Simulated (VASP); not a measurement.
# Si (P6/mmm) in VASP: notebook

Runs on Si. Level: LDA. Tasks: single point.

Program: VASP 6.6.1. These are calculated values, not measurements. Logs are shortened: lines on timing, memory, paths and dates and some standing lists are left out, and cuts for length are marked.

### 1 The cell of the first run

It takes space group P6/mmm (No. 191, hexagonal). The conventional cell has a = 4.418 Å, b = 4.418 Å, c = 2.534 Å, α = 90.00°, β = 90.00°, γ = 120.00°. Within 3.3 Å of Si (site symmetry 6/mmm) lie 14 Si at 2.53 to 2.85 Å. Si (site symmetry -6m2) has 11 Si at 2.53 to 2.85 Å within 3.3 Å.

### 2 Single point, LDA

Input file INCAR:

```
SYSTEM = Si
PREC = Accurate
ENCUT = 520
EDIFF = 1E-6
ISMEAR = -1
SIGMA = 0.1
LREAL = .FALSE.
LASPH = .TRUE.
NELM = 100
ALGO = Normal
ISIF = 2
LWAVE = .FALSE.
LCHARG = .FALSE.
NBANDS = 13
```

Input file KPOINTS:

```
regular mesh
0
G
  8 8 12
  0 0 0
```

Input file POSCAR:

```
Si
1.0
    4.4180367493      0.0000000000      0.0000000000
   -2.2090183747      3.8261320597      0.0000000000
    0.0000000000      0.0000000000      2.5339047928
Si
3
Direct
    1.0000000000      0.0000000000      0.0000000000
    0.3333333333      0.6666666667      0.5000000000
    0.6666666667      0.3333333333      0.5000000000
```

Potentials or basis: VASP PAW LDA potentials, release 64 (Si).

Launch:

```bash
$ cat potpaw_LDA.64/Si/POTCAR > POTCAR
$ mpirun -np 1 vasp_std > vasp.out
```

OUTCAR:

```text
SYSTEM = Si
   PREC = Accurate
   ENCUT = 520
   EDIFF = 1E-6
   ISMEAR = -1
   LREAL = .FALSE.
   LASPH = .TRUE.
   NELM = 100
   ISIF = 2

 ion  position               nearest neighbor table
   1  0.000  0.000  0.000-   2 2.85   3 2.85   2 2.85   3 2.85   2 2.85   2 2.85   3 2.85   3 2.85
                             3 2.85   3 2.85   2 2.85   2 2.85
   2  0.333  0.667  0.500-   3 2.55   3 2.55   3 2.55   1 2.85   1 2.85   1 2.85   1 2.85   1 2.85
                             1 2.85
   3  0.667  0.333  0.500-   2 2.55   2 2.55   2 2.55   1 2.85   1 2.85   1 2.85   1 2.85   1 2.85
                             1 2.85

  LATTYP: Found a hexagonal cell.
 ALAT       =     4.4180367493
 C/A-ratio  =     0.5735363775

  Lattice vectors:

 A1 = (   4.4180367493,   0.0000000000,   0.0000000000)
 A2 = (  -2.2090183747,   3.8261320597,   0.0000000000)
 A3 = (   0.0000000000,   0.0000000000,   2.5339047928)

Analysis of symmetry for initial positions (statically):
=====================================================================
 Subroutine PRICEL returns:
 Original cell was already a primitive cell.

 Routine SETGRP: Setting up the symmetry group for a
 hexagonal supercell.

 Subroutine GETGRP returns: Found 24 space group operations
 (whereof 24 operations were pure point group operations)
 out of a pool of 24 trial point group operations.

The static configuration has the point symmetry D_6h.

Analysis of symmetry for dynamics (positions and initial velocities):
=====================================================================
 Subroutine PRICEL returns:
 Original cell was already a primitive cell.

 Routine SETGRP: Setting up the symmetry group for a
 hexagonal supercell.

 Subroutine GETGRP returns: Found 24 space group operations
 (whereof 24 operations were pure point group operations)
 out of a pool of 24 trial point group operations.

The dynamic configuration has the point symmetry D_6h.

 Subroutine INISYM returns: Found 24 space group operations
 (whereof 24 operations are pure point group operations),
 and found     1 'primitive' translations

----------------------------------------------------------------------------------------

                                     Primitive cell

  volume of cell :      42.8331

  direct lattice vectors                    reciprocal lattice vectors
     4.418036749  0.000000000  0.000000000     0.226344880  0.130680278  0.000000000
    -2.209018375  3.826132060  0.000000000     0.000000000  0.261360555  0.000000000
     0.000000000  0.000000000  2.533904793     0.000000000  0.000000000  0.394647819

  length of vectors
[... 91 lines left out ...]
   ISYM   =      2    0-nonsym 1-usesym 2-fastsym
   POTIM  = 0.5000    time-step for ionic-motion
   TEBEG  =    0.0;   TEEND  =   0.0 temperature during run
   PSTRESS=    0.0 pullay stress
   NELECT =      12.0000    total number of electrons
   NUPDOWN=      -1.0000    fix difference up-down
   EMIN   =  10.00;   EMAX   =-10.00  energy-range for DOS
   EFERMI =   0.00;   METHOD = LEGACY
   ISMEAR =    -1;   SIGMA  =   0.10  broadening in eV -4-tet -1-fermi 0-gaus
   EFERMI_NEDOS =   21; number of points for ismear=-14 and -15
   IALGO  =     38    algorithm
   IMIX   =      4    mixing-type and parameters
     AMIX     =   0.40;   BMIX     =  1.00
     AMIX_MAG =   1.60;   BMIX_MAG =  1.00
  volume/ion in A,a.u.               =      14.28        96.35
  Fermi-wavevector in a.u.,A,eV,Ry     =   1.071212  2.024297 15.612616  1.147495
  Thomas-Fermi vector in A             =   2.206945
   LORBIT       =      0    0 simple, 1 ext, 2 COOP (PROOUT), +10 PAW based schemes
   GGA     = CA    functional components
   LHFCALC =     F    Hartree Fock is set to
   AEXX    =    0.0000 exact exchange contribution
   IVDW    =     0    specifies the selected vdW correction
   LEPSILON=     F    determine dielectric tensor
   LRPA    =     F    only Hartree local field effects (RPA)
 non-spin polarized calculation
  energy-cutoff  :      520.00
  volume of cell :       42.83
 maximum number of plane-waves:      1172
 NGX is ok and might be reduce to    36
   NGX = 17   NGY = 17   NGZ =  9

 number of electron      12.0000000 magnetization

 Free energy of the ion-electron system (eV)
  ---------------------------------------------------
  ext. energy  EPLUGINS =         0.00000000
  ---------------------------------------------------
  free energy    TOTEN  =       -16.65094832 eV

  energy without entropy =      -16.60929289  energy(sigma->0) =      -16.63012060

 E-fermi :  10.1408     XC(G=0): -11.3080

 val. band max:       10.1118392057   @ k =   0.1250   0.0000   0.3333
 cond. band min:      10.1713318204   @ k =   0.3750   0.1250   0.1667
 fundamental gap:      0.0594926147
 Fermi energy:        10.1408206990

 k-point     1 :       0.0000    0.0000    0.0000
  band No.  band energies     occupation
      1      -4.2208      2.00000
      2       4.7868      2.00000
      3       4.9755      2.00000
      4       5.7003      2.00000
      5       5.7003      2.00000
      6       5.7734      2.00000
      7       5.7734      2.00000
      8      16.4743      0.00000
      9      17.8531      0.00000
     10      20.9814      0.00000
     11      20.9814      0.00000
     12      22.4262      0.00000
     13      22.8421      0.00000
[... 354 lines left out ...]
  band No.  band energies     occupation
      1      -2.2146      2.00000
      2       0.2165      2.00000
      3       3.5167      2.00000
      4       4.1262      2.00000
      5      10.4465      0.08986
      6      11.0756      0.00017
      7      12.0749      0.00000
      8      13.5306      0.00000
      9      14.7683      0.00000
     10      15.2066      0.00000
     11      15.4482      0.00000
     12      17.6012      0.00000
     13      19.0491      0.00000

 [... further k-points ...]
[... 5 lines left out ...]
  --------------------------------------------------------------------------------------
  -------------------------------------------------------------------------------------
  Total        0.0127401      0.0127401      0.0230698     -0.0000000      0.0000000     -0.0000000
  in kB        0.4765456      0.4765456      0.8629275     -0.0000000      0.0000000     -0.0000000
  external PRESSURE =       0.6053396 kB  Pullay stress =       0.0000000 kB

 VOLUME and BASIS-vectors are now :
 -----------------------------------------------------------------------------
  energy-cutoff  :      520.00
  volume of cell :       42.83
      direct lattice vectors                 reciprocal lattice vectors
     4.418036749  0.000000000  0.000000000     0.226344880  0.130680278  0.000000000
    -2.209018375  3.826132060  0.000000000     0.000000000  0.261360555  0.000000000
     0.000000000  0.000000000  2.533904793     0.000000000  0.000000000  0.394647819

 POSITION                                       TOTAL-FORCE (eV/Angst)
 -----------------------------------------------------------------------------------
      0.00000      0.00000      0.00000         0.000000      0.000000     -0.000000
     -0.00000      2.55075      1.26695         0.000000      0.000000      0.000000
      2.20902      1.27538      1.26695        -0.000000      0.000000     -0.000000
 -----------------------------------------------------------------------------------
    total drift:                               -0.000000     -0.000000     -0.000000

  FREE ENERGIE OF THE ION-ELECTRON SYSTEM (eV)
  ---------------------------------------------------
  free  energy   TOTEN  =       -16.6509483153 eV

  energy  without entropy=      -16.6092928868  energy(sigma->0) =      -16.63012060
```

It took 67 s on 1 thread of AMD EPYC 7R13, shared host; peak memory 0.12 GiB.

Results:

```yaml
Free_energy: -16.6509 eV
Pressure: 0.1 GPa
Band_gap_on_the_k_mesh: zero (band 6 reaches 12.36 eV, above the bottom of band 7 at 5.77 eV)
```

### 3 Single point, LDA (volume scaled by 0.92)

Input file INCAR:

```
  PREC = Accurate
  ENCUT = 520
  EDIFF = 1E-6
  ISMEAR = -1
  SIGMA = 0.1
  LREAL = False
  LASPH = True
  NELM = 60
  ALGO = Normal
  ISIF = 2
  LWAVE = False
  LCHARG = False
  NBANDS = 13
```

Input file KPOINTS:

```
regular mesh
0
Gamma
  11 11 16
```

Input file POSCAR:

```
Si
1.0
    4.2969331762      0.0000000000      0.0000000000
   -2.1484665881      3.7212532889      0.0000000000
    0.0000000000      0.0000000000      2.4644474882
Si
3
Direct
    1.0000000000      0.0000000000      0.0000000000
    0.3333333333      0.6666666667      0.5000000000
    0.6666666667      0.3333333333      0.5000000000
```

Potentials or basis: VASP PAW LDA potentials, release 64 (Si).

Launch:

```bash
$ cat potpaw_LDA.64/Si/POTCAR > POTCAR
$ mpirun -np 1 vasp_std > vasp.out
```

Run time: 1.7 min. Hardware: 1 thread of AMD EPYC 7R13, shared host; peak memory 0.14 GiB.

Results (log left out):

```yaml
Free_energy: -16.5475 eV
Pressure: 10.2 GPa
Band_gap_on_the_k_mesh: zero (band 6 reaches 14.14 eV, above the bottom of band 7 at 6.51 eV)
```

Stress tensor (GPa, compression positive):
```
 9.79  0.00  0.00
 0.00  9.79  0.00
 0.00  0.00 10.97
```

Levels at points of the mesh, in eV from the Fermi level:
```tsv
k point	band 4	band 5	band 6	band 7	band 8	band 9
(0.00, 0.00, 0.00)	-4.91	-4.91	-4.85	-4.85	6.76	7.88
(0.00, 0.00, 0.50)	-0.64	-0.64	-0.44	0.76	0.76	0.84
```

### 4 Single point, LDA (volume scaled by 0.96)

Input file INCAR:

```
SYSTEM = Si
PREC = Accurate
ENCUT = 520
EDIFF = 1E-6
ISMEAR = -1
SIGMA = 0.1
LREAL = .FALSE.
LASPH = .TRUE.
NELM = 100
ALGO = Normal
ISIF = 2
LWAVE = .FALSE.
LCHARG = .FALSE.
GGA = CA
NBANDS = 13
```

Input file KPOINTS:

```
Automatic mesh
0
G
  11 11 16
  0 0 0
```

Input file POSCAR:

```
Si
1.0
    4.3583262304      0.0000000000      0.0000000000
   -2.1791631152      3.7744212335      0.0000000000
    0.0000000000      0.0000000000      2.4996586381
Si
3
Direct
    1.0000000000      0.0000000000      0.0000000000
    0.3333333333      0.6666666667      0.5000000000
    0.6666666667      0.3333333333      0.5000000000
```

Launch:

```bash
$ cat potpaw_LDA.64/Si/POTCAR > POTCAR
$ mpirun -np 1 vasp_std > vasp.out
```

Wall time 98 s (1 thread of AMD EPYC 7R13, shared host); peak memory 0.14 GiB.

The run converged. Its results:

```
Free energy            : -16.6257 eV
Pressure               : 4.6 GPa
Band gap on the k mesh : zero (band 6 reaches 13.48 eV, above the bottom of band 7 at 6.13 eV)
```

Stress tensor (GPa, compression positive):
```
4.53 0.00 0.00
0.00 4.53 0.00
0.00 0.00 4.71
```

Levels at points of the mesh, in eV from the Fermi level:
```tsv
k point	band 4	band 5	band 6	band 7	band 8	band 9
(0.00, 0.00, 0.00)	-4.70	-4.70	-4.63	-4.63	6.51	7.76
(0.00, 0.00, 0.50)	-0.62	-0.62	-0.55	0.58	0.86	0.86
```

### 5 The runs side by side

```csv
cell,k mesh,gap on the mesh (eV),pressure (GPa)
"a = 4.418, b = 4.418, c = 2.534 Å, angles 90.0, 90.0, 120.0°, 3 atoms",8 × 8 × 12,none,0.1
"a = 4.297, b = 4.297, c = 2.464 Å, angles 90.0, 90.0, 120.0°, 3 atoms",11 × 11 × 16,none,10.2
"a = 4.358, b = 4.358, c = 2.500 Å, angles 90.0, 90.0, 120.0°, 3 atoms",11 × 11 × 16,none,4.6
```

Alike in all rows: task single point; level LDA; potentials or basis VASP PAW LDA potentials, release 64 (Si); no spin polarisation; cutoff (eV) 520; smearing fermi-dirac 0.1 eV.

Absolute energies hang on the potentials; compare differences alone.
